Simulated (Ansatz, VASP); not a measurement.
# One calculation of FeSi, two programs

```
Fe Si
1.0
     4.57759    0.00000    0.00000
     0.00000    4.57759    0.00000
     0.00000    0.00000    4.57759
Fe Si
4 4
Cartesian
  0.5998 0.5998 0.5998
  1.6890 3.9778 2.8886
  2.8886 1.6890 3.9778
  3.9778 2.8886 1.6890
  3.8385 3.8385 3.8385
  3.0279 0.7391 1.5497
  1.5497 3.0279 0.7391
  0.7391 1.5497 3.0279
```

Alike in both runs: functional PBE; k mesh 8 × 8 × 8; occupations gaussian, width 0.01 eV; no spin polarisation.

Ansatz relaxed the structure, and its values are those at the end. VASP's run is a single point on that final structure, the one shown.

```csv
,VASP,Ansatz
version,VASP 6.6.1,Ansatz 0.2.0
potentials or method,"VASP PAW PBE potentials, release 64 (Fe, Si), cutoff 520 eV","scalar-relativistic, plane waves, PAW"
valence electrons in the cell,48,80
```

```csv
,VASP,Ansatz,Ansatz less VASP
gap on the k mesh at the Fermi level (eV),0.17,0.17,+0.009
least direct gap on the mesh (eV),0.18,0.19,+0.008
pressure (GPa),-15.0,-15.2,-0.13
rms of the force components (eV/Å),0.012,0.001,-0.0115
```

VASP's potentials hold 48 valence electrons a cell and Ansatz's 80, so a difference there can come from the potentials and not from the codes. Ansatz's warnings: stress scf threshold loose.
